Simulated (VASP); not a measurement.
Here is a VASP 6.6.1 calculation.

File INCAR:

```
ALGO     = Normal         # electronic algorithm
EDIFF    = 1E-7           # SCF threshold, eV
ENCUT    = 520            # plane-wave cutoff, eV
GGA      = PE             # functional
ISIF     = 2              # what is computed and relaxed
ISMEAR   = 0              # smearing method
LASPH    = True           # aspherical terms in the spheres
LCHARG   = False          # write CHGCAR
LREAL    = False          # projectors in reciprocal space
LWAVE    = False          # write WAVECAR
NBANDS   = 21             # bands
NELM     = 60             # most SCF steps
PREC     = Accurate       # precision mode
SIGMA    = 0.1            # smearing width, eV
```

Contents of KPOINTS:

```
k-points
0
Gamma
  6 6 4
```

File POSCAR:

```
ZrTaN
1.0
    2.1844665100     -2.5577215900      0.0000000000
    2.1844665100      2.5577215900      0.0000000000
    0.0000000000      0.0000000000      4.7070671700
Zr Ta N
1 1 1
Direct
    0.0000000000      0.0000000000      0.0000000000
    0.0000000000      0.0000000000      0.5000000000
    0.5000000000      0.5000000000      0.5000000000
```

Potentials or basis: VASP PAW PBE potentials, release 64 (Zr_sv, Ta_pv, N).

Launch:

```sh
$ cat potpaw_PBE.64/Zr_sv/POTCAR potpaw_PBE.64/Ta_pv/POTCAR potpaw_PBE.64/N/POTCAR > POTCAR
$ mpirun -np 1 vasp_std > vasp.out
```

Q: What does it give for the pressure?

A: 2.7 GPa.

Q: Estimate the band gap on the k mesh.

A: Zero (band 14 reaches 7.58 eV, above the bottom of band 15 at 5.08 eV).

Stress tensor (GPa, compression positive):
```
-21.37   0.00   0.00
  0.00 -21.57   0.00
  0.00   0.00  50.91
```

Caveat: spin-orbit coupling is left out, which moves the levels of the heavy elements.
